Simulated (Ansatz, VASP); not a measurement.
**Two plane-wave programs on Mo**

Contents of INCAR:

```
ALGO = Fast ; EDIFF = 1E-6
ENCUT = 520 ; GGA = CA
ISIF = 2 ; ISMEAR = 0
LASPH = True ; LCHARG = True
LELF = True ; LREAL = False
LVHAR = True ; LWAVE = False
NBANDS = 13 ; NELM = 100
PREC = Accurate ; SIGMA = 0.15
```

File KPOINTS:

```
k-points
0
Gamma
  22 22 22
```

The input POSCAR:

```
Mo
1.0
   -1.3960222136      1.6163252228      1.6163252228
    1.6163252228     -1.3960222136      1.6163252228
    1.6163252228      1.6163252228     -1.3960222136
Mo
1
Direct
    0.0000000000      0.0000000000      0.0000000000
```

Input for Ansatz:

```yaml
crystal:
  lattice:
    - [-1.3960222136, 1.6163252228, 1.6163252228]
    - [1.6163252228, -1.3960222136, 1.6163252228]
    - [1.6163252228, 1.6163252228, -1.3960222136]
  atoms:
    - { symbol: Mo, position: [0.0, 0.0, 0.0] }
basis:
  ecutwfc: 420
kpoints:
  mp_grid: { grid: [22, 22, 22] }
hamiltonian:
  xc: lda
  pseudopotentials: { kind: paw, azcp: { folder: soft_1 } }
scf:
  occupations: { method: gaussian, width: 0.15 }
output:
  forces: true
  stress: true
  eigenvalues: true
```

Alike in both runs: task single point; functional LDA; k mesh 22 × 22 × 22; occupations gaussian, width 0.15 eV; no spin polarisation.

```csv
,VASP,Ansatz
version,VASP 6.6.1,Ansatz 0.2.0
potentials or method,"VASP PAW LDA potentials, release 64 (Mo_sv), cutoff 520 eV","scalar-relativistic, plane waves, PAW"
valence electrons in the cell,14,14
```

```tsv
	VASP	Ansatz	Ansatz less VASP
gap on the k mesh at the Fermi level (eV)	none	none	-
pressure (GPa)	-18.0	-18.8	-0.85
traceless stress, the component that is largest in VASP (GPa)	-7.87	-7.82	+0.052
```

Ansatz warns that its potentials were made for another functional, while VASP's fit it. LDA's correlation is that of Perdew and Zunger in VASP and of Perdew and Wang (1992) in Ansatz. A gap of «none» marks a metal or a gap that the smearing closes.
